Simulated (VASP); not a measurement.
# Si2Mo (I4/mmm) in VASP: further runs, part 2 of 2

VASP 6.6.1. The steps go on from the part before.

**3. Single point, r2SCAN**

Contents of POSCAR:

```
Si2Mo
1.0
   -1.6007783440      1.6007783440      3.9103569785
    1.6007783440     -1.6007783440      3.9103569785
    1.6007783440      1.6007783440     -3.9103569785
Si Mo
2 1
Direct
    0.3352239317      0.3352239317      0.0000000000
    0.6647760683      0.6647760683      0.0000000000
    0.0000000000      0.0000000000      0.0000000000
```

Contents of INCAR.step1:

```
SYSTEM = Si2Mo
ALGO     = Normal         ! electronic algorithm
EDIFF    = 1E-4           ! SCF threshold, eV
ENCUT    = 520            ! plane-wave cutoff, eV
GGA      = PE             ! functional
ISMEAR   = -1             ! smearing method
LASPH    = .True.         ! aspherical terms in the spheres
LCHARG   = .False.        ! write CHGCAR
LREAL    = .False.        ! projectors in reciprocal space
LWAVE    = .True.         ! write WAVECAR
NBANDS   = 18             ! bands
NELM     = 100            ! most SCF steps
PREC     = Accurate       ! precision mode
SIGMA    = 0.15           ! smearing width, eV
```

Contents of INCAR.step2:

```
SYSTEM = Si2Mo
ALGO     = Normal         ! electronic algorithm
EDIFF    = 1E-6           ! SCF threshold, eV
ENCUT    = 520            ! plane-wave cutoff, eV
ISIF     = 2              ! what is computed and relaxed
ISMEAR   = -1             ! smearing method
ISTART   = 1            
LASPH    = .True.         ! aspherical terms in the spheres
LCHARG   = .False.        ! write CHGCAR
LMIXTAU  = .True.       
LREAL    = .False.        ! projectors in reciprocal space
LWAVE    = .False.        ! write WAVECAR
METAGGA  = R2SCAN         ! meta-GGA
NBANDS   = 18             ! bands
NELM     = 100            ! most SCF steps
PREC     = Accurate       ! precision mode
SIGMA    = 0.15           ! smearing width, eV
```

Contents of KPOINTS:

```
k-points
0
Gamma
  18 18 18
  0 0 0
```

Potentials or basis: VASP PAW PBE potentials, release 64 (Si, Mo_sv).

On the command line:

```sh
$ cat potpaw_PBE.64/Si/POTCAR potpaw_PBE.64/Mo_sv/POTCAR > POTCAR
$ cp INCAR.step1 INCAR
$ mpirun -np 1 vasp_std > vasp.out
$ cp INCAR.step2 INCAR
$ mpirun -np 1 vasp_std > vasp.out
```

OUTCAR:

```text
SYSTEM = Si2Mo
   EDIFF = 1E-6
   ENCUT = 520
   ISIF = 2
   ISMEAR = -1
   ISTART = 1
   LASPH = .True.
   LREAL = .False.
   METAGGA = R2SCAN
   NELM = 100
   PREC = Accurate

 ion  position               nearest neighbor table
   1  0.335  0.335  0.000-   2 2.58   3 2.60   3 2.60   3 2.60   3 2.60   3 2.62   2 2.63   2 2.63
                             2 2.63   2 2.63
   2  0.665  0.665  0.000-   1 2.58   3 2.60   3 2.60   3 2.60   3 2.60   3 2.62   1 2.63   1 2.63
                             1 2.63   1 2.63
   3  0.000  0.000  0.000-   2 2.60   2 2.60   2 2.60   1 2.60   2 2.60   1 2.60   1 2.60   1 2.60
                             1 2.62   2 2.62

  LATTYP: Found a body centered tetragonal cell.
 ALAT       =     3.2015566880
 C/A-ratio  =     2.4427847823

  Lattice vectors:

 A1 = (  -1.6007783440,   1.6007783440,   3.9103569785)
 A2 = (   1.6007783440,  -1.6007783440,   3.9103569785)
 A3 = (   1.6007783440,   1.6007783440,  -3.9103569785)

Analysis of symmetry for initial positions (statically):
=====================================================================
 Subroutine PRICEL returns:
 Original cell was already a primitive cell.

 Routine SETGRP: Setting up the symmetry group for a
 body centered tetragonal supercell.

 Subroutine GETGRP returns: Found 16 space group operations
 (whereof 16 operations were pure point group operations)
 out of a pool of 16 trial point group operations.

The static configuration has the point symmetry D_4h.

Analysis of symmetry for dynamics (positions and initial velocities):
=====================================================================
 Subroutine PRICEL returns:
 Original cell was already a primitive cell.

 Routine SETGRP: Setting up the symmetry group for a
 body centered tetragonal supercell.

 Subroutine GETGRP returns: Found 16 space group operations
 (whereof 16 operations were pure point group operations)
 out of a pool of 16 trial point group operations.

The dynamic configuration has the point symmetry D_4h.

 Subroutine INISYM returns: Found 16 space group operations
 (whereof 16 operations are pure point group operations),
 and found     1 'primitive' translations

----------------------------------------------------------------------------------------

                                     Primitive cell

  volume of cell :      40.0810

  direct lattice vectors                    reciprocal lattice vectors
    -1.600778344  1.600778344  3.910356978     0.000000000  0.312348054  0.127865564
     1.600778344 -1.600778344  3.910356978     0.312348054  0.000000000  0.127865564
     1.600778344  1.600778344 -3.910356978     0.312348054  0.312348054  0.000000000

  length of vectors
     4.518392890  4.518392890  4.518392890     0.337506902  0.337506902  0.441726854

  position of ions in fractional coordinates (direct lattice)
     0.335223932  0.335223932  0.000000000
     0.664776068  0.664776068  0.000000000
     0.000000000  0.000000000  0.000000000

  ion indices of the primitive-cell ions
   primitive index   ion index
                 1           1
                 2           2
                 3           3

----------------------------------------------------------------------------------------

 KPOINTS: k-points

Automatic generation of k-mesh.
 Grid dimensions read from file:
 generate k-points for:   18   18   18

 Generating k-lattice:

  Cartesian coordinates                     Fractional coordinates (reciprocal lattice)
     0.000000000  0.017352670  0.007103642     0.055555556 -0.000000000  0.000000000
     0.017352670  0.000000000  0.007103642    -0.000000000  0.055555556  0.000000000
     0.017352670  0.017352670  0.000000000     0.000000000  0.000000000  0.055555556

  Length of vectors
     0.018750383  0.018750383  0.024540381

  Shift w.r.t. Gamma in fractional coordinates (k-lattice)
     0.000000000  0.000000000  0.000000000

 Subroutine IBZKPT returns following result:
 ===========================================

 Found    480 irreducible k-points:

 Following reciprocal coordinates:
            Coordinates               Weight
  0.000000  0.000000  0.000000      1.000000
  0.055556  0.000000 -0.000000      8.000000
  0.111111  0.000000 -0.000000      8.000000
  0.166667  0.000000 -0.000000      8.000000
  0.222222  0.000000 -0.000000      8.000000
  0.277778  0.000000 -0.000000      8.000000
[... 16 lines left out ...]
 -0.277778  0.055556  0.000000     16.000000
 -0.222222  0.055556  0.000000     16.000000
 [... further k-points ...]
   k-points           NKPTS =    480   k-points in BZ     NKDIM =    480   number of bands    NBANDS=     18
   number of dos      NEDOS =    301   number of ions     NIONS =      3
   total plane-waves  NPLWV =  46656
   dimension x,y,z NGX =    36 NGY =   36 NGZ =   36
   dimension x,y,z NGXF=    72 NGYF=   72 NGZF=   72
   ions per type =               2   1
   NGX,Y,Z   is equivalent  to a cutoff of  13.25, 13.25, 13.25 a.u.
   NGXF,Y,Z  is equivalent  to a cutoff of  26.49, 26.49, 26.49 a.u.
 SYSTEM =  Si2Mo
   PREC   = accura    normal or accurate (medium, high low for compatibility)
   ISTART =      1    job   : 0-new  1-cont  2-samecut
   ICHARG =      0    charge: 1-file 2-atom 10-const
   ISPIN  =      1    spin polarized calculation?
   LNONCOLLINEAR =      F non collinear calculations
   LSORBIT =      F    spin-orbit coupling
   LASPH  =      T    aspherical Exc in radial PAW
   ENCUT  =  520.0 eV  38.22 Ry    6.18 a.u.   8.40  8.40  8.40*2*pi/ulx,y,z
   NELM   =    100;   NELMIN=  2; NELMDL=  0     # of ELM steps
   EDIFF  = 0.1E-05   stopping-criterion for ELM
   LREAL  =      F    real-space projection
   EDIFFG = 0.1E-04   stopping-criterion for IOM
   NSW    =      0    number of steps for IOM
   IBRION =     -1    ionic relax: 0-MD 1-quasi-New 2-CG
   NFREE  =      0    steps in history (QN), initial steepest desc. (CG)
   ISIF   =      2    stress and relaxation
   ISYM   =      2    0-nonsym 1-usesym 2-fastsym
   POTIM  = 0.5000    time-step for ionic-motion
   TEBEG  =    0.0;   TEEND  =   0.0 temperature during run
   PSTRESS=    0.0 pullay stress
   NELECT =      22.0000    total number of electrons
   NUPDOWN=      -1.0000    fix difference up-down
   EMIN   =  10.00;   EMAX   =-10.00  energy-range for DOS
   EFERMI =   0.00;   METHOD = LEGACY
   ISMEAR =    -1;   SIGMA  =   0.15  broadening in eV -4-tet -1-fermi 0-gaus
   EFERMI_NEDOS =   21; number of points for ismear=-14 and -15
   IALGO  =     38    algorithm
   IMIX   =      4    mixing-type and parameters
     AMIX     =   0.40;   BMIX     =  1.00
     AMIX_MAG =   1.60;   BMIX_MAG =  1.00
  volume/ion in A,a.u.               =      13.36        90.16
  Fermi-wavevector in a.u.,A,eV,Ry     =   1.340405  2.532999 24.445401  1.796686
  Thomas-Fermi vector in A             =   2.468721
   LORBIT       =      0    0 simple, 1 ext, 2 COOP (PROOUT), +10 PAW based schemes
   METAGGA = R2SCAN    functional components
   LHFCALC =     F    Hartree Fock is set to
   AEXX    =    0.0000 exact exchange contribution
   IVDW    =     0    specifies the selected vdW correction
   LEPSILON=     F    determine dielectric tensor
   LRPA    =     F    only Hartree local field effects (RPA)
 non-spin polarized calculation
  energy-cutoff  :      520.00
  volume of cell :       40.08
 maximum number of plane-waves:      1104
 NGX is ok and might be reduce to    36
   NGX = 17   NGY = 17   NGZ = 17

 number of electron      22.0000000 magnetization

 Free energy of the ion-electron system (eV)
  ---------------------------------------------------
  ext. energy  EPLUGINS =         0.00000000
  ---------------------------------------------------
  free energy    TOTEN  =       -45.02558575 eV

  energy without entropy =      -45.00361858  energy(sigma->0) =      -45.01460216

 E-fermi :  12.3149     XC(G=0): -13.4053

 val. band max:       12.3024020792   @ k =  -0.2222  -0.2222   0.1667
 cond. band min:      12.3966308369   @ k =  -0.3889   0.5000   0.3333
 fundamental gap:      0.0942287578
 Fermi energy:        12.3148745104

 k-point     1 :       0.0000    0.0000    0.0000
  band No.  band energies     occupation
      1     -50.3179      2.00000
      2     -23.7601      2.00000
      3     -23.6698      2.00000
      4     -23.6698      2.00000
      5      -1.8956      2.00000
      6       5.5211      2.00000
[... 10 lines left out ...]
     17      17.7367      0.00000
     18      17.7367      0.00000
[... 463 lines left out ...]
 k-point    24 :      -0.2222    0.0556    0.0000
  band No.  band energies     occupation
      1     -50.3086      2.00000
      2     -23.7866      2.00000
      3     -23.7491      2.00000
      4     -23.6668      2.00000
      5      -0.9747      2.00000
      6       5.6144      2.00000
[... 10 lines left out ...]
     17      18.8994      0.00000
     18      21.2426      0.00000

 [... further k-points ...]
[... 5 lines left out ...]
  --------------------------------------------------------------------------------------
  -------------------------------------------------------------------------------------
  Total        0.1063913      0.1063913      0.0932769      0.0000000     -0.0000000      0.0000000
  in kB        4.2528293      4.2528293      3.7285995      0.0000000     -0.0000000      0.0000000
  external PRESSURE =       4.0780860 kB  Pullay stress =       0.0000000 kB

 VOLUME and BASIS-vectors are now :
 -----------------------------------------------------------------------------
  energy-cutoff  :      520.00
  volume of cell :       40.08
      direct lattice vectors                 reciprocal lattice vectors
    -1.600778344  1.600778344  3.910356978     0.000000000  0.312348054  0.127865564
     1.600778344 -1.600778344  3.910356978     0.312348054  0.000000000  0.127865564
     1.600778344  1.600778344 -3.910356978     0.312348054  0.312348054  0.000000000

 POSITION                                       TOTAL-FORCE (eV/Angst)
 -----------------------------------------------------------------------------------
      0.00000      0.00000      2.62169         0.000000      0.000000     -0.008188
      0.00000      0.00000      5.19902         0.000000      0.000000      0.008188
      0.00000      0.00000      0.00000        -0.000000     -0.000000      0.000000
 -----------------------------------------------------------------------------------
    total drift:                                0.000000      0.000000     -0.000000

  FREE ENERGIE OF THE ION-ELECTRON SYSTEM (eV)
  ---------------------------------------------------
  free  energy   TOTEN  =       -45.0255857461 eV

  energy  without entropy=      -45.0036185802  energy(sigma->0) =      -45.01460216
```

Wall time 13 min (1 thread of Intel Xeon 6975P-C (Granite Rapids), shared host); peak memory 0.47 GiB.

What came out:

| Property | Result |
| --- | --- |
| Free energy | -45.0256 eV |
| Pressure | 0.4 GPa |
| Largest force | 0.008 eV/Å |
| Band gap on the k mesh | zero (band 11 reaches 12.76 eV, above the bottom of band 12 at 11.73 eV) |

Forces on the atoms (eV/Å):
```
Si   0.000  0.000 -0.008
Si   0.000  0.000  0.008
Mo   0.000  0.000  0.000
```

Caveat: the PAW data sets were made with another functional, which shifts forces and pressure a little.
